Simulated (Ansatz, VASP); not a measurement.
Ag: VASP beside Ansatz

```
Ag
1.0
     0.00000    2.81409    2.81409
     2.81409    0.00000    2.81409
     2.81409    2.81409    0.00000
Ag
2
Direct
  0.87500 0.87500 0.87500
  0.12500 0.12500 0.12500
```

Change from the starting cell: shortest bond scaled by 1, PAW files.

Alike in both runs: task single point; functional PBEsol; k mesh 9 × 9 × 9; occupations fermi-dirac, width 0.05 eV; no spin polarisation.

|  | VASP | Ansatz |
| --- | --- | --- |
| version | VASP 6.6.1 | Ansatz 0.2.0 |
| potentials or method | VASP PAW PBE potentials, release 64 (Ag) | PAW with Ansatz's default frozen-core files, scalar-relativistic |
| plane-wave cutoff (eV) | 520 | 420 |
| valence electrons in the cell | 22 | 38 |

```tsv
	VASP	Ansatz	Ansatz less VASP
pressure (GPa)	15.5	15.9	+0.35
```

VASP's potentials were made for PBE, not for PBEsol. VASP's potentials hold 22 valence electrons a cell and Ansatz's 38, so a difference there can come from the potentials and not from the codes.
